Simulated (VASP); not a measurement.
# TiO2 (P1) in VASP: single point with LDA

Aim: the single point of TiO2 with LDA.

Program: VASP 6.6.1. These are calculated values, not measurements. Logs are shortened: lines on timing, memory, paths and dates and some standing lists are left out, and cuts for length are marked.

## Step 1: The cell of the first run

The typed cell holds 9 atoms: a = 5.425 Å, b = 5.425 Å, c = 5.882 Å, α = 90.00°, β = 90.00°, γ = 120.00°.

## Step 2: Single point, LDA (atom 4 (O) moved +0.080 Å along Cartesian [1 1 0])

Contents of INCAR:

```
ALGO = Normal
EDIFF = 1E-6
ENCUT = 600
GGA_COMPAT = F
ISIF = 2
ISMEAR = 0
LASPH = T
LCHARG = T
LELF = T
LREAL = F
LVHAR = T
LWAVE = F
NBANDS = 46
NELM = 120
PREC = Accurate
SIGMA = 0.05
```

Contents of KPOINTS:

```
k-points
0
Gamma
  6 6 4
```

Contents of POSCAR:

```
TiO2
1.0
    5.4253475240      0.0000000000      0.0000000000
   -2.7126737620      4.6984887801      0.0000000000
    0.0000000000      0.0000000000      5.8820684305
Ti O
3 6
Direct
    0.4567123787      0.0000000000      0.3333333333
    0.0000000000      0.4567123787      0.6666666667
    0.5432876213      0.5432876213      0.0000000000
    0.4312352344      0.2984798218      0.2258760546
    0.7135599095      0.1283485651      0.5592093880
    0.8716514349      0.5852113444      0.8925427213
    0.2864400905      0.4147886556      0.7741239454
    0.1283485651      0.7135599095      0.4407906120
    0.5852113444      0.8716514349      0.1074572787
```

Potentials or basis: VASP PAW LDA potentials, release 64 (Ti_sv, O).

Started as:

```bash
cat potpaw_LDA.64/Ti_sv/POTCAR potpaw_LDA.64/O/POTCAR > POTCAR
mpirun -np 1 vasp_std > vasp.out
```

OUTCAR:

```text
EDIFF = 1E-6
   ENCUT = 600
   ISIF = 2
   ISMEAR = 0
   LASPH = T
   LREAL = F
   NELM = 120
   PREC = Accurate

 ion  position               nearest neighbor table
   1  0.457  0.000  0.333-   8 1.79   9 1.79   5 1.79   4 1.81
   2  0.000  0.457  0.667-   5 1.79   7 1.79   6 1.79   8 1.79
   3  0.543  0.543  0.000-   4 1.76   9 1.79   6 1.79   7 1.79
   4  0.431  0.298  0.226-   3 1.76   1 1.81
   5  0.714  0.128  0.559-   2 1.79   1 1.79
   6  0.872  0.585  0.893-   3 1.79   2 1.79
   7  0.286  0.415  0.774-   2 1.79   3 1.79
   8  0.128  0.714  0.441-   1 1.79   2 1.79
   9  0.585  0.872  0.107-   3 1.79   1 1.79

  LATTYP: Found a hexagonal cell.
 ALAT       =     5.4253475240
 C/A-ratio  =     1.0841827928

  Lattice vectors:

 A1 = (   5.4253475240,   0.0000000000,   0.0000000000)
 A2 = (  -2.7126737620,   4.6984887801,   0.0000000000)
 A3 = (   0.0000000000,   0.0000000000,   5.8820684305)

Analysis of symmetry for initial positions (statically):
=====================================================================
 Subroutine PRICEL returns:
 Original cell was already a primitive cell.

 Routine SETGRP: Setting up the symmetry group for a
 hexagonal supercell.

 Subroutine GETGRP returns: Found  1 space group operations
 (whereof  1 operations were pure point group operations)
 out of a pool of 24 trial point group operations.

The static configuration has the point symmetry C_1 .

Analysis of symmetry for dynamics (positions and initial velocities):
=====================================================================
 Subroutine PRICEL returns:
 Original cell was already a primitive cell.

 Routine SETGRP: Setting up the symmetry group for a
 hexagonal supercell.

 Subroutine GETGRP returns: Found  1 space group operations
 (whereof  1 operations were pure point group operations)
 out of a pool of 24 trial point group operations.

The dynamic configuration has the point symmetry C_1 .

 Subroutine INISYM returns: Found  1 space group operations
 (whereof  1 operations are pure point group operations),
 and found     1 'primitive' translations

----------------------------------------------------------------------------------------

                                     Primitive cell

  volume of cell :     149.9394

  direct lattice vectors                    reciprocal lattice vectors
     5.425347524  0.000000000  0.000000000     0.184319990  0.106417196  0.000000000
    -2.712673762  4.698488780  0.000000000     0.000000000  0.212834391  0.000000000
     0.000000000  0.000000000  5.882068431     0.000000000  0.000000000  0.170008223

  length of vectors
     5.425347524  5.425347524  5.882068431     0.212834391  0.212834391  0.170008223

  position of ions in fractional coordinates (direct lattice)
     0.456712379  0.000000000  0.333333333
     0.000000000  0.456712379  0.666666667
     0.543287621  0.543287621  0.000000000
     0.431235234  0.298479822  0.225876055
     0.713559909  0.128348565  0.559209388
     0.871651435  0.585211344  0.892542721
     0.286440091  0.414788656  0.774123945
     0.128348565  0.713559909  0.440790612
     0.585211344  0.871651435  0.107457279

  ion indices of the primitive-cell ions
   primitive index   ion index
                 1           1
                 2           2
                 3           3
                 4           4
                 5           5
                 6           6
                 7           7
                 8           8
                 9           9

----------------------------------------------------------------------------------------

 KPOINTS: k-points

Automatic generation of k-mesh.
 Grid dimensions read from file:
 generate k-points for:    6    6    4

 Generating k-lattice:

  Cartesian coordinates                     Fractional coordinates (reciprocal lattice)
     0.030719998  0.017736199  0.000000000     0.166666667 -0.000000000  0.000000000
     0.000000000  0.035472399  0.000000000     0.000000000  0.166666667  0.000000000
     0.000000000  0.000000000  0.042502056     0.000000000  0.000000000  0.250000000

  Length of vectors
     0.035472399  0.035472399  0.042502056

  Shift w.r.t. Gamma in fractional coordinates (k-lattice)
     0.000000000  0.000000000  0.000000000

 Subroutine IBZKPT returns following result:
 ===========================================

 Found     76 irreducible k-points:

 Following reciprocal coordinates:
            Coordinates               Weight
  0.000000  0.000000  0.000000      1.000000
  0.166667  0.000000  0.000000      2.000000
  0.000000  0.166667  0.000000      2.000000
 -0.166667  0.166667  0.000000      2.000000
  0.333333  0.000000  0.000000      2.000000
  0.000000  0.333333  0.000000      2.000000
[... 16 lines left out ...]
  0.000000  0.166667  0.250000      2.000000
 -0.166667  0.166667  0.250000      2.000000
 [... further k-points ...]
   k-points           NKPTS =     76   k-points in BZ     NKDIM =     76   number of bands    NBANDS=     46
   number of dos      NEDOS =    301   number of ions     NIONS =      9
   total plane-waves  NPLWV = 110592
   dimension x,y,z NGX =    48 NGY =   48 NGZ =   48
   dimension x,y,z NGXF=    96 NGYF=   96 NGZF=   96
   ions per type =               3   6
   NGX,Y,Z   is equivalent  to a cutoff of  14.71, 14.71, 13.57 a.u.
   NGXF,Y,Z  is equivalent  to a cutoff of  29.42, 29.42, 27.13 a.u.
 SYSTEM =  unknown system
   PREC   = accura    normal or accurate (medium, high low for compatibility)
   ISTART =      0    job   : 0-new  1-cont  2-samecut
   ICHARG =      2    charge: 1-file 2-atom 10-const
   ISPIN  =      1    spin polarized calculation?
   LNONCOLLINEAR =      F non collinear calculations
   LSORBIT =      F    spin-orbit coupling
   LASPH  =      T    aspherical Exc in radial PAW
   ENCUT  =  600.0 eV  44.10 Ry    6.64 a.u.  10.84 10.84 11.75*2*pi/ulx,y,z
   NELM   =    120;   NELMIN=  2; NELMDL= -5     # of ELM steps
   EDIFF  = 0.1E-05   stopping-criterion for ELM
   LREAL  =      F    real-space projection
   EDIFFG = 0.1E-04   stopping-criterion for IOM
   NSW    =      0    number of steps for IOM
   IBRION =     -1    ionic relax: 0-MD 1-quasi-New 2-CG
   NFREE  =      0    steps in history (QN), initial steepest desc. (CG)
   ISIF   =      2    stress and relaxation
   ISYM   =      2    0-nonsym 1-usesym 2-fastsym
   POTIM  = 0.5000    time-step for ionic-motion
   TEBEG  =    0.0;   TEEND  =   0.0 temperature during run
   PSTRESS=    0.0 pullay stress
   NELECT =      72.0000    total number of electrons
   NUPDOWN=      -1.0000    fix difference up-down
   EMIN   =  10.00;   EMAX   =-10.00  energy-range for DOS
   EFERMI =   0.00;   METHOD = LEGACY
   ISMEAR =     0;   SIGMA  =   0.05  broadening in eV -4-tet -1-fermi 0-gaus
   EFERMI_NEDOS =   21; number of points for ismear=-14 and -15
   IALGO  =     38    algorithm
   IMIX   =      4    mixing-type and parameters
     AMIX     =   0.40;   BMIX     =  1.00
     AMIX_MAG =   1.60;   BMIX_MAG =  1.00
  volume/ion in A,a.u.               =      16.66       112.43
  Fermi-wavevector in a.u.,A,eV,Ry     =   1.281977  2.422586 22.360715  1.643466
  Thomas-Fermi vector in A             =   2.414316
   LORBIT       =      0    0 simple, 1 ext, 2 COOP (PROOUT), +10 PAW based schemes
   GGA     = CA    functional components
   LHFCALC =     F    Hartree Fock is set to
   AEXX    =    0.0000 exact exchange contribution
   IVDW    =     0    specifies the selected vdW correction
   LEPSILON=     F    determine dielectric tensor
   LRPA    =     F    only Hartree local field effects (RPA)
 non-spin polarized calculation
 Gauss-broadening in eV      SIGMA  =   0.05
  energy-cutoff  :      600.00
  volume of cell :      149.94
 maximum number of plane-waves:      5039
 NGX is ok and might be reduce to    48
   NGX = 21   NGY = 21   NGZ = 23

 number of electron      72.0000015 magnetization

 Free energy of the ion-electron system (eV)
  ---------------------------------------------------
  ext. energy  EPLUGINS =         0.00000000
  ---------------------------------------------------
  free energy    TOTEN  =       -86.30140367 eV

  energy without entropy =      -86.30140367  energy(sigma->0) =      -86.30140367

 E-fermi :  -0.5304     XC(G=0):  -9.0928

 val. band max:       -0.8161149273   @ k =   0.5000   0.5000   0.0000
 cond. band min:       2.8172605530   @ k =   0.0000   0.0000   0.5000
 fundamental gap:      3.6333754803
 Fermi energy:        -0.5304090120

 k-point     1 :       0.0000    0.0000    0.0000
  band No.  band energies     occupation
      1     -55.2595      2.00000
      2     -55.1929      2.00000
      3     -55.1173      2.00000
      4     -32.1327      2.00000
      5     -32.0926      2.00000
      6     -32.0829      2.00000
[... 38 lines left out ...]
     45       4.7593      0.00000
     46       5.5105      0.00000

 k-point     2 :       0.1667    0.0000    0.0000
  band No.  band energies     occupation
      1     -55.2594      2.00000
      2     -55.1929      2.00000
      3     -55.1174      2.00000
      4     -32.1318      2.00000
      5     -32.0967      2.00000
      6     -32.0850      2.00000
[... 38 lines left out ...]
     45       5.0934      0.00000
     46       5.4442      0.00000

 k-point     3 :       0.0000    0.1667    0.0000
  band No.  band energies     occupation
      1     -55.2593      2.00000
      2     -55.1931      2.00000
      3     -55.1173      2.00000
      4     -32.1312      2.00000
      5     -32.1031      2.00000
      6     -32.0752      2.00000
[... 38 lines left out ...]
     45       5.0757      0.00000
     46       5.4581      0.00000

 k-point     4 :      -0.1667    0.1667    0.0000
  band No.  band energies     occupation
      1     -55.2594      2.00000
      2     -55.1928      2.00000
      3     -55.1175      2.00000
      4     -32.1315      2.00000
      5     -32.1011      2.00000
      6     -32.0796      2.00000
[... 920 lines left out ...]
     45       5.3059      0.00000
     46       5.4945      0.00000

 k-point    23 :       0.0000    0.1667    0.2500
  band No.  band energies     occupation
      1     -55.2592      2.00000
      2     -55.1931      2.00000
      3     -55.1173      2.00000
      4     -32.1279      2.00000
      5     -32.1070      2.00000
      6     -32.0809      2.00000
[... 38 lines left out ...]
     45       5.3287      0.00000
     46       5.5168      0.00000

 k-point    24 :      -0.1667    0.1667    0.2500
  band No.  band energies     occupation
      1     -55.2594      2.00000
      2     -55.1929      2.00000
      3     -55.1174      2.00000
      4     -32.1298      2.00000
      5     -32.1030      2.00000
      6     -32.0837      2.00000
[... 38 lines left out ...]
     45       5.3172      0.00000
     46       5.5052      0.00000

 [... further k-points ...]

------------------------ aborting loop because EDIFF is reached ----------------------------------------

  FORCE on cell =-STRESS in cart. coord.  units (eV):
  Direction    XX          YY          ZZ          XY          YZ          ZX
  --------------------------------------------------------------------------------------
  -------------------------------------------------------------------------------------
  Total        0.9187258      1.5305316      1.5121133      0.1263189     -0.6607254      0.0252632
  in kB        9.8170419     16.3544921     16.1576828      1.3497801     -7.0601799      0.2699504
  external PRESSURE =      14.1097389 kB  Pullay stress =       0.0000000 kB

 VOLUME and BASIS-vectors are now :
 -----------------------------------------------------------------------------
  energy-cutoff  :      600.00
  volume of cell :      149.94
      direct lattice vectors                 reciprocal lattice vectors
     5.425347524  0.000000000  0.000000000     0.184319990  0.106417196  0.000000000
    -2.712673762  4.698488780  0.000000000     0.000000000  0.212834391  0.000000000
     0.000000000  0.000000000  5.882068431     0.000000000  0.000000000  0.170008223

 POSITION                                       TOTAL-FORCE (eV/Angst)
 -----------------------------------------------------------------------------------
      2.47782      0.00000      1.96069         0.109590      0.112221     -0.040615
     -1.23891      2.14586      3.92138         0.005037      0.008655      0.122237
      1.47376      2.55263      0.00000         0.116190      0.535457     -0.521145
      1.52992      1.40240      1.32862        -0.143140     -0.728776      0.682993
      3.52314      0.60304      3.28931        -0.015670     -0.175998     -0.016481
      3.14152      2.74961      5.25000         0.166121      0.078132     -0.053049
      0.42885      1.94888      4.55345        -0.068495     -0.148245     -0.130590
     -1.23932      3.35265      2.59276        -0.073827      0.085993     -0.120129
      0.81047      4.09544      0.63207        -0.095806      0.232561      0.076779
 -----------------------------------------------------------------------------------
    total drift:                               -0.000336     -0.000288      0.000206

  FREE ENERGIE OF THE ION-ELECTRON SYSTEM (eV)
  ---------------------------------------------------
  free  energy   TOTEN  =       -86.3014036693 eV

  energy  without entropy=      -86.3014036693  energy(sigma->0) =      -86.30140367
```

It took 32 min on 1 thread of Oxide Virtual Turin-like, shared host; peak memory 0.55 GiB.

What came out:

| Item | Value |
| --- | --- |
| Free energy | -86.3014 eV |
| Pressure | 1.4 GPa |
| Largest force | 1.009 eV/Å |
| Band gap on the k mesh | 3.63 eV (least direct gap 3.65 eV) |

Forces in eV/Å, atoms in the order of the input:
```
Ti   0.110  0.112 -0.041
Ti   0.005  0.009  0.122
Ti   0.116  0.535 -0.521
O   -0.143 -0.729  0.683
O   -0.016 -0.176 -0.016
O    0.166  0.078 -0.053
O   -0.068 -0.148 -0.131
O   -0.074  0.086 -0.120
O   -0.096  0.233  0.077
```

Stress tensor (GPa, compression positive):
```
 0.98  0.13  0.03
 0.13  1.64 -0.71
 0.03 -0.71  1.62
```

Caveat: the cell differs from its parent crystal (atom 4 (O) moved +0.080 Å along Cartesian [1 1 0]); forces of over 1 eV/Å act on the atoms, so gaps and moduli don't describe the material at rest. A k mesh can miss the band edges.
